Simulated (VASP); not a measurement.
**P: single point with PBE-based screened hybrid with 25 % exact exchange**

The system is P.

```xyz
2
Lattice="2.4247 0.0000 0.0000 0.0000 2.4385 0.0000 -0.0203 0.0000 4.8524" Properties=species:S:1:pos:R:3 pbc="T T T"
P    -0.0152    0.0000    3.6365
P     2.4196    0.0000    1.2159
```

This isn't the form of P at room conditions, which is orthorhombic.

```
Program             : VASP 6.6.1
Task                : single point
Functional          : PBE-based screened hybrid with 25 % exact exchange
Potentials or basis : VASP PAW PBE potentials, release 64 (P)
Cutoff              : 520 eV
k mesh              : 6 × 6 × 3
Occupations         : fermi-dirac, width 0.05 eV
Spin                : no spin polarisation
```

The pressure is -1.6 GPa, the largest force is 0.019 eV/Å and the band gap on the k mesh is zero (bands 5 and 6 overlap by 9.62 eV).

Forces on the atoms (eV/Å):
```
P    0.000  0.000  0.019
P    0.000  0.000 -0.019
```

Stress tensor (GPa, compression positive):
```
-1.95  0.00  0.19
 0.00 -0.94  0.00
 0.19  0.00 -1.92
```

Levels at points of the mesh, in eV from the Fermi level:
```csv
k point,band 2,band 3,band 4,band 5,band 6,band 7,band 8,band 9
"(0.00, 0.00, 0.00)",-13.61,-9.79,5.23,5.47,5.51,6.95,7.03,8.38
"(0.50, 0.00, 0.00)",-9.79,-8.27,-6.10,-6.01,0.89,8.39,8.61,9.78
"(0.00, 0.50, 0.00)",-9.78,-8.42,-6.14,-6.03,0.89,8.52,8.56,9.74
"(0.50, 0.50, 0.00)",-6.15,-6.02,-2.78,-2.69,-2.60,-1.66,0.89,4.75
```

It took 9.8 min on 1 thread of Intel(R) Xeon(R) Platinum 8259CL CPU @ 2.50GHz (Skylake/Cascade Lake), with other jobs on the host, peak memory 0.23 GiB.

Caveat: the k points lie up to 0.43 Å⁻¹ apart, too coarse for converged energies and pressures of a metal; the PAW data sets were made with another functional, which shifts forces and pressure a little.
